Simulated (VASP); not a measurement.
A run of VASP 6.6.1 is set up as follows.

Contents of INCAR:

```
PREC     = Accurate       # precision mode
ENCUT    = 520            # plane-wave cutoff, eV
EDIFF    = 1E-6           # SCF threshold, eV
ISMEAR   = -1             # smearing method
SIGMA    = 0.1            # smearing width, eV
LREAL    = F              # projectors in reciprocal space
LASPH    = T              # aspherical terms in the spheres
NELM     = 60             # most SCF steps
ALGO     = Normal         # electronic algorithm
ISIF     = 2              # what is computed and relaxed
LWAVE    = F              # write WAVECAR
LCHARG   = F              # write CHGCAR
NBANDS   = 11             # bands
```

KPOINTS

```
regular mesh
0
Gamma
  15 15 8
```

File POSCAR:

```
Si
1.0
    2.7682696319      0.0000000000      0.0000000000
   -1.3841348160      2.3973918258      0.0000000000
    0.0000000000      0.0000000000      4.6695404568
Si
2
Direct
    0.3333333333      0.6666666667      0.2500000000
    0.6666666667      0.3333333333      0.7500000000
```

Potentials or basis: VASP PAW LDA potentials, release 64 (Si).

Run with:

```bash
$ cat potpaw_LDA.64/Si/POTCAR > POTCAR
$ mpirun -np 1 vasp_std > vasp.out
```

Question: Estimate the pressure.

Answer: -8.5 GPa.

Question: Predict the band gap on the k mesh.

Answer: Zero (band 4 reaches 17.24 eV, above the bottom of band 5 at 5.84 eV).

Stress tensor (GPa, compression positive):
```
-9.01  0.00  0.00
 0.00 -9.01  0.00
 0.00  0.00 -7.45
```
